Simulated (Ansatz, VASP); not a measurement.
One calculation of LiF, two programs

File POSCAR:

```
LiF
1.0
    2.7757075657      0.0000000000      0.0000000000
   -1.3878537829      2.4038332654      0.0000000000
    0.0000000000      0.0000000000      4.7826938478
Li F
2 2
Direct
    0.0000000000      0.0000000000      0.0000000000
    0.0000000000      0.0000000000      0.5000000000
    0.3333333333      0.6666666667      0.2500000000
    0.6666666667      0.3333333333      0.7500000000
```

File INCAR.step1:

```
SYSTEM = LiF
  PREC = Accurate
  ENCUT = 520
  ISMEAR = 0
  SIGMA = 0.01
  LREAL = .FALSE.
  LASPH = .TRUE.
  NELM = 100
  NBANDS = 18
  GGA = PE
  ALGO = Normal
  EDIFF = 1E-4
  LWAVE = .TRUE.
  LCHARG = .FALSE.
```

File INCAR.step2:

```
SYSTEM = LiF
  PREC = Accurate
  ENCUT = 520
  EDIFF = 1E-6
  ISMEAR = 0
  SIGMA = 0.01
  LREAL = .FALSE.
  LASPH = .TRUE.
  NELM = 100
  ALGO = Normal
  ISIF = 2
  LWAVE = .FALSE.
  LCHARG = .TRUE.
  METAGGA = R2SCAN
  LMIXTAU = .TRUE.
  LELF = .TRUE.
  LVHAR = .TRUE.
  NBANDS = 18
  ISTART = 1
```

File KPOINTS:

```
regular mesh
0
G
  12 12 6
  0 0 0
```

Input for Ansatz:

```yaml
crystal:
  lattice:
    - [2.7757075657, 0.0, 0.0]
    - [-1.3878537829, 2.4038332654, 0.0]
    - [0.0, 0.0, 4.7826938478]
  atoms:
    - { symbol: Li, position: [0.0, 0.0, 0.0] }
    - { symbol: Li, position: [0.0, 0.0, 0.5] }
    - { symbol: F, position: [0.3333333333, 0.6666666667, 0.25] }
    - { symbol: F, position: [0.6666666667, 0.3333333333, 0.75] }
kpoints:
  mp_grid: { grid: [12, 12, 6] }
  band_path:
    path:
      - [0.0, 0.0, 0.0]
      - [0.5, 0.0, 0.0]
      - [0.3333333333, 0.3333333333, 0.0]
      - [0.0, 0.0, 0.5]
      - [0.5, 0.0, 0.5]
      - [0.3333333333, 0.3333333333, 0.5]
      - [-0.020833, 0.0, 0.0]
    npoints: 1
hamiltonian:
  xc: r2scan
scf:
  occupations: { method: fixed }
  n_extra_bands: 5
output:
  forces: true
  stress: true
  eigenvalues: true
```

Alike in both runs: task single point; functional r2SCAN; k mesh 12 × 12 × 6; no spin polarisation.

|  | VASP | Ansatz |
| --- | --- | --- |
| version | VASP 6.6.1 | Ansatz 0.2.0 |
| potentials or method | VASP PAW PBE potentials, release 64 (Li_sv, F) | plane waves, PAW |
| plane-wave cutoff (eV) | 520 | 500 |
| occupations | gaussian, width 0.01 eV | fixed |
| valence electrons in the cell | 20 | 20 |

Ansatz gave:

```
gap on the k mesh at the Fermi level (eV) : 10.19
```

Task: What did VASP give for the same quantities?

Result: gap on the k mesh at the Fermi level (eV): 10.40.

VASP's potentials were made for PBE, not for r2SCAN.

Noted on VASP's run: the cutoff is short for stress, so the pressure is rough.
